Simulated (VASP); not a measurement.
# FeNi2 (Fm-3m) in VASP: a series of runs

Runs on FeNi2. Level: PBE. Tasks: single point, relaxation of cell and atoms.

Program: VASP 6.6.1. These are calculated values, not measurements. Logs are shortened: lines on timing, memory, paths and dates and some standing lists are left out, and cuts for length are marked.

### Step 1. The cell of the first run

The structure is cubic, space group Fm-3m (No. 225). Conventional cell: a = 4.963 Å, b = 4.963 Å, c = 4.963 Å, α = 90.00°, β = 90.00°, γ = 90.00°. Fe (site symmetry m-3m) has 8 Ni at 2.15 Å within 2.8 Å. Within 2.8 Å of Ni (site symmetry -43m) lie 4 Fe at 2.15 Å and 6 Ni at 2.48 Å.

### Step 2. Single point, PBE, collinear spin, ferromagnetic start

Input file INCAR:

```
PREC = Accurate ; ENCUT = 520
EDIFF = 1E-7 ; ISMEAR = 0
SIGMA = 0.1 ; LREAL = False
LASPH = True ; NELM = 150
ALGO = Fast ; ISIF = 2
LWAVE = False ; LCHARG = False
ISPIN = 2 ; MAGMOM = 4 2 2
LORBIT = 11 ; LMAXMIX = 4
GGA = PE ; NBANDS = 25
```

Input file KPOINTS:

```
Automatic mesh
0
Gamma
  6 6 6
```

Input file POSCAR:

```
FeNi2
1.0
    0.0000000000      2.4816874400      2.4816874400
    2.4816874400      0.0000000000      2.4816874400
    2.4816874400      2.4816874400      0.0000000000
Fe Ni
1 2
Direct
    0.0000000000      0.0000000000      0.0000000000
    0.2500000000      0.2500000000      0.2500000000
    0.7500000000      0.7500000000      0.7500000000
```

Potentials or basis: VASP PAW PBE potentials, release 64 (Fe, Ni).

Run with:

```sh
$ cat potpaw_PBE.64/Fe/POTCAR potpaw_PBE.64/Ni/POTCAR > POTCAR
$ mpirun -np 1 vasp_std > vasp.out
```

OUTCAR:

```text
PREC = Accurate
   ENCUT = 520
   EDIFF = 1E-7
   ISMEAR = 0
   LREAL = False
   LASPH = True
   NELM = 150
   ISIF = 2
   ISPIN = 2
   LORBIT = 11
   GGA = PE

 ion  position               nearest neighbor table
   1  0.000  0.000  0.000-   3 2.15   3 2.15   3 2.15   2 2.15   3 2.15   2 2.15   2 2.15   2 2.15

   2  0.250  0.250  0.250-   1 2.15   1 2.15   1 2.15   1 2.15   3 2.48   3 2.48   3 2.48   3 2.48
                             3 2.48   3 2.48
   3  0.750  0.750  0.750-   1 2.15   1 2.15   1 2.15   1 2.15   2 2.48   2 2.48   2 2.48   2 2.48
                             2 2.48   2 2.48

  LATTYP: Found a face centered cubic cell.
 ALAT       =     4.9633748800

  Lattice vectors:

 A1 = (   0.0000000000,   2.4816874400,   2.4816874400)
 A2 = (   2.4816874400,   0.0000000000,   2.4816874400)
 A3 = (   2.4816874400,   2.4816874400,   0.0000000000)

Analysis of symmetry for initial positions (statically):
=====================================================================
 Subroutine PRICEL returns:
 Original cell was already a primitive cell.

 Routine SETGRP: Setting up the symmetry group for a
 face centered cubic supercell.

 Subroutine GETGRP returns: Found 48 space group operations
 (whereof 48 operations were pure point group operations)
 out of a pool of 48 trial point group operations.

The static configuration has the point symmetry O_h .

Analysis of symmetry for dynamics (positions and initial velocities):
=====================================================================
 Subroutine PRICEL returns:
 Original cell was already a primitive cell.

 Routine SETGRP: Setting up the symmetry group for a
 face centered cubic supercell.

 Subroutine GETGRP returns: Found 48 space group operations
 (whereof 48 operations were pure point group operations)
 out of a pool of 48 trial point group operations.

The dynamic configuration has the point symmetry O_h .

Analysis of structural, dynamic, and magnetic symmetry:
=====================================================================
 Subroutine PRICEL returns:
 Original cell was already a primitive cell.

 Routine SETGRP: Setting up the symmetry group for a
 face centered cubic supercell.

 Subroutine GETGRP returns: Found 48 space group operations
 (whereof 48 operations were pure point group operations)
 out of a pool of 48 trial point group operations.

The overall configuration has the point symmetry O_h .

 Subroutine INISYM returns: Found 48 space group operations
 (whereof 48 operations are pure point group operations),
 and found     1 'primitive' translations

----------------------------------------------------------------------------------------

                                     Primitive cell

  volume of cell :      30.5683

  direct lattice vectors                    reciprocal lattice vectors
     0.000000000  2.481687440  2.481687440    -0.201475815  0.201475815  0.201475815
     2.481687440  0.000000000  2.481687440     0.201475815 -0.201475815  0.201475815
     2.481687440  2.481687440  0.000000000     0.201475815  0.201475815 -0.201475815

  length of vectors
     3.509636035  3.509636035  3.509636035     0.348966348  0.348966348  0.348966348

  position of ions in fractional coordinates (direct lattice)
     0.000000000  0.000000000  0.000000000
     0.250000000  0.250000000  0.250000000
     0.750000000  0.750000000  0.750000000

  ion indices of the primitive-cell ions
   primitive index   ion index
                 1           1
                 2           2
                 3           3

----------------------------------------------------------------------------------------

 KPOINTS: Automatic mesh

Automatic generation of k-mesh.
 Grid dimensions read from file:
 generate k-points for:    6    6    6

 Generating k-lattice:

  Cartesian coordinates                     Fractional coordinates (reciprocal lattice)
    -0.033579303  0.033579303  0.033579303     0.166666667  0.000000000  0.000000000
     0.033579303 -0.033579303  0.033579303     0.000000000  0.166666667  0.000000000
     0.033579303  0.033579303 -0.033579303     0.000000000  0.000000000  0.166666667

  Length of vectors
     0.058161058  0.058161058  0.058161058

  Shift w.r.t. Gamma in fractional coordinates (k-lattice)
     0.000000000  0.000000000  0.000000000

 Subroutine IBZKPT returns following result:
 ===========================================

 Found     16 irreducible k-points:

 Following reciprocal coordinates:
            Coordinates               Weight
  0.000000  0.000000  0.000000      1.000000
  0.166667  0.000000  0.000000      8.000000
  0.333333  0.000000  0.000000      8.000000
  0.500000  0.000000  0.000000      4.000000
  0.166667  0.166667  0.000000      6.000000
  0.333333  0.166667  0.000000     24.000000
[... 8 lines left out ...]
 -0.333333  0.333333  0.166667     24.000000
 -0.333333  0.500000  0.166667     12.000000
   k-points           NKPTS =     16   k-points in BZ     NKDIM =     16   number of bands    NBANDS=     25
   number of dos      NEDOS =    301   number of ions     NIONS =      3
   total plane-waves  NPLWV =  21952
   dimension x,y,z NGX =    28 NGY =   28 NGZ =   28
   dimension x,y,z NGXF=    56 NGYF=   56 NGZF=   56
   ions per type =               1   2
   NGX,Y,Z   is equivalent  to a cutoff of  13.26, 13.26, 13.26 a.u.
   NGXF,Y,Z  is equivalent  to a cutoff of  26.53, 26.53, 26.53 a.u.
 SYSTEM =  unknown system
   PREC   = accura    normal or accurate (medium, high low for compatibility)
   ISTART =      0    job   : 0-new  1-cont  2-samecut
   ICHARG =      2    charge: 1-file 2-atom 10-const
   ISPIN  =      2    spin polarized calculation?
   LNONCOLLINEAR =      F non collinear calculations
   LSORBIT =      F    spin-orbit coupling
   LASPH  =      T    aspherical Exc in radial PAW
   ENCUT  =  520.0 eV  38.22 Ry    6.18 a.u.   6.53  6.53  6.53*2*pi/ulx,y,z
   NELM   =    150;   NELMIN=  2; NELMDL= -5     # of ELM steps
   EDIFF  = 0.1E-06   stopping-criterion for ELM
   LREAL  =      F    real-space projection
   EDIFFG = 0.1E-05   stopping-criterion for IOM
   NSW    =      0    number of steps for IOM
   IBRION =     -1    ionic relax: 0-MD 1-quasi-New 2-CG
   NFREE  =      0    steps in history (QN), initial steepest desc. (CG)
   ISIF   =      2    stress and relaxation
   ISYM   =      2    0-nonsym 1-usesym 2-fastsym
   POTIM  = 0.5000    time-step for ionic-motion
   TEBEG  =    0.0;   TEEND  =   0.0 temperature during run
   PSTRESS=    0.0 pullay stress
   NELECT =      28.0000    total number of electrons
   NUPDOWN=      -1.0000    fix difference up-down
   EMIN   =  10.00;   EMAX   =-10.00  energy-range for DOS
   EFERMI =   0.00;   METHOD = LEGACY
   ISMEAR =     0;   SIGMA  =   0.10  broadening in eV -4-tet -1-fermi 0-gaus
   EFERMI_NEDOS =   21; number of points for ismear=-14 and -15
   IALGO  =     68    algorithm
   IMIX   =      4    mixing-type and parameters
     AMIX     =   0.40;   BMIX     =  1.00
     AMIX_MAG =   1.60;   BMIX_MAG =  1.00
  volume/ion in A,a.u.               =      10.19        68.76
  Fermi-wavevector in a.u.,A,eV,Ry     =   1.589902  3.004480 34.392660  2.527789
  Thomas-Fermi vector in A             =   2.688680
   LORBIT       =     11    0 simple, 1 ext, 2 COOP (PROOUT), +10 PAW based schemes
   GGA     = PE    functional components
   LHFCALC =     F    Hartree Fock is set to
   AEXX    =    0.0000 exact exchange contribution
   IVDW    =     0    specifies the selected vdW correction
   LEPSILON=     F    determine dielectric tensor
   LRPA    =     F    only Hartree local field effects (RPA)
 spin polarized calculation
 RMM-DIIS sequential band-by-band and
 Gauss-broadening in eV      SIGMA  =   0.10
  energy-cutoff  :      520.00
  volume of cell :       30.57
 maximum number of plane-waves:       869
 NGX is ok and might be reduce to    28
   NGX = 13   NGY = 13   NGZ = 13

 number of electron      28.0000012 magnetization       3.8596224

 Free energy of the ion-electron system (eV)
  ---------------------------------------------------
  ext. energy  EPLUGINS =         0.00000000
  ---------------------------------------------------
  free energy    TOTEN  =       -16.53940237 eV

  energy without entropy =      -16.53744393  energy(sigma->0) =      -16.53842315

 E-fermi :   9.5389     XC(G=0): -13.4977

 val. band max:        9.4555263384   @ k =   0.0000   0.0000   0.0000
 cond. band min:       9.6181843429   @ k =  -0.1667   0.1667   0.0000
 fundamental gap:      0.1626580045
 Fermi energy:         9.5389064504

 spin component 1

 k-point     1 :       0.0000    0.0000    0.0000
  band No.  band energies     occupation
      1       0.0562      1.00000
      2       3.7546      1.00000
      3       3.7546      1.00000
      4       5.3407      1.00000
      5       5.3407      1.00000
      6       5.3407      1.00000
[... 17 lines left out ...]
     24      24.1323      0.00000
     25      24.1323      0.00000
[... 396 lines left out ...]
      2       3.8077      1.00000
      3       4.0535      1.00000
      4       5.0248      1.00000
      5       5.1606      1.00000
      6       5.4765      1.00000
[... 17 lines left out ...]
     24      32.2823      0.00000
     25      32.5110      0.00000
 Fermi energy:         9.5389064504

 spin component 2

 k-point     1 :       0.0000    0.0000    0.0000
  band No.  band energies     occupation
      1       0.1434      1.00000
      2       4.8824      1.00000
      3       4.8825      1.00000
      4       5.9083      1.00000
      5       5.9083      1.00000
      6       5.9083      1.00000
[... 17 lines left out ...]
     24      24.2176      0.00000
     25      24.2176      0.00000
[... 397 lines left out ...]
      3       4.7453      1.00000
      4       5.6015      1.00000
      5       6.2933      1.00000
      6       6.3996      1.00000
[... 17 lines left out ...]
     24      32.4089      0.00000
     25      32.7580      0.00000

------------------------ aborting loop because EDIFF is reached ----------------------------------------

  FORCE on cell =-STRESS in cart. coord.  units (eV):
  Direction    XX          YY          ZZ          XY          YZ          ZX
  --------------------------------------------------------------------------------------
  -------------------------------------------------------------------------------------
  Total       13.1969361     13.1969361     13.1969361     -0.0000000     -0.0000000      0.0000000
  in kB      691.6915243    691.6915243    691.6915243     -0.0000000     -0.0000000      0.0000000
  external PRESSURE =     691.6915243 kB  Pullay stress =       0.0000000 kB

 VOLUME and BASIS-vectors are now :
 -----------------------------------------------------------------------------
  energy-cutoff  :      520.00
  volume of cell :       30.57
      direct lattice vectors                 reciprocal lattice vectors
     0.000000000  2.481687440  2.481687440    -0.201475815  0.201475815  0.201475815
     2.481687440  0.000000000  2.481687440     0.201475815 -0.201475815  0.201475815
     2.481687440  2.481687440  0.000000000     0.201475815  0.201475815 -0.201475815

 POSITION                                       TOTAL-FORCE (eV/Angst)
 -----------------------------------------------------------------------------------
      0.00000      0.00000      0.00000         0.000000     -0.000000      0.000000
      1.24084      1.24084      1.24084        -0.000000     -0.000000     -0.000000
      3.72253      3.72253      3.72253         0.000000      0.000000      0.000000
 -----------------------------------------------------------------------------------
    total drift:                                0.000000      0.000000      0.000000

  FREE ENERGIE OF THE ION-ELECTRON SYSTEM (eV)
  ---------------------------------------------------
  free  energy   TOTEN  =       -16.5394023704 eV

  energy  without entropy=      -16.5374439348  energy(sigma->0) =      -16.53842315

 total charge

# of ion       s       p       d       tot
------------------------------------------
    1        0.657   0.761   6.505   7.923
    2        0.632   0.641   8.450   9.723
    3        0.632   0.641   8.450   9.723
--------------------------------------------------
tot          1.921   2.044  23.404  27.370

 magnetization (x)

# of ion       s       p       d       tot
------------------------------------------
    1       -0.009  -0.024   2.428   2.395
    2       -0.013  -0.042   0.759   0.704
    3       -0.013  -0.042   0.759   0.704
--------------------------------------------------
tot         -0.034  -0.109   3.945   3.803
```

Wall time 40 s (1 thread of Intel Xeon Platinum 8488C (Sapphire Rapids), shared host); peak memory 0.18 GiB.

Results:

* Free energy: -16.5394 eV
* Pressure: 69.2 GPa
* Net moment: 3.86 μB per cell
* Site moments: Fe +2.40; Ni +0.70 μB
* Valence electrons inside the program's atomic spheres: Fe 7.92; Ni 9.72

Caveat: the k points lie up to 0.37 Å⁻¹ apart.

### Step 3. Single point, PBE, collinear spin, ferromagnetic start

This run uses another cell than the first one, of 13.22 Å³/atom, 1.298 times its volume.

Input file INCAR:

```
PREC = Accurate ; ENCUT = 520
EDIFF = 1E-6 ; ISMEAR = 0
SIGMA = 0.1 ; LREAL = F
LASPH = T ; NELM = 150
ALGO = Normal ; ISIF = 2
LWAVE = F ; LCHARG = F
ISPIN = 2 ; MAGMOM = 4 2 2
LORBIT = 11 ; LMAXMIX = 4
GGA = PE ; NBANDS = 25
```

KPOINTS is that of step 2.

Input file POSCAR:

```
FeNi2
1.0
    0.0000000000      2.7067593107      2.7067593107
    2.7067593107      0.0000000000      2.7067593107
    2.7067593107      2.7067593107      0.0000000000
Fe Ni
1 2
Direct
    0.0000000000      0.0000000000      0.0000000000
    0.2500000000      0.2500000000      0.2500000000
    0.7500000000      0.7500000000      0.7500000000
```

Potentials or basis: VASP PAW PBE potentials, release 64 (Fe, Ni).

Run with:

```sh
$ cat potpaw_PBE.64/Fe/POTCAR potpaw_PBE.64/Ni/POTCAR > POTCAR
$ mpirun -np 1 vasp_std > vasp.out
```

Run time: 33 s. Hardware: 1 thread of Intel Xeon Platinum 8488C (Sapphire Rapids), shared host; peak memory 0.18 GiB.

The run converged. Its results:

```
Free energy                                           : -18.0561 eV
Pressure                                              : 0.1 GPa
Net moment                                            : 4.08 μB per cell
Site moments                                          : Fe +2.72; Ni +0.70 μB
Valence electrons inside the program's atomic spheres : Fe 7.24; Ni 9.24
```

Levels at points of the mesh, in eV from the Fermi level:
Spin up:
```tsv
k point	band 14	band 15	band 16	band 17	band 18	band 19
(0.00, 0.00, 0.00)	-1.02	-1.02	-1.02	8.55	8.55	8.55
(0.50, 0.00, 0.00)	-1.42	-0.85	-0.85	0.03	6.77	6.77
(0.50, 0.50, 0.00)	-0.66	-0.66	-0.15	0.31	1.89	1.89
```
Spin down:
```tsv
k point	band 8	band 9	band 10	band 11	band 12	band 13	band 14	band 15	band 16	band 17
(0.00, 0.00, 0.00)	-1.79	-1.79	-0.05	-0.05	0.06	0.06	0.06	1.21	1.21	9.07
(0.50, 0.00, 0.00)	-1.89	-1.89	-1.27	-1.27	-1.10	0.61	0.61	1.11	1.11	1.57
(0.50, 0.50, 0.00)	-1.36	-1.36	-0.68	-0.08	0.26	0.37	1.07	1.07	1.07	1.92
```

(Part 1 of 3 ends here.)
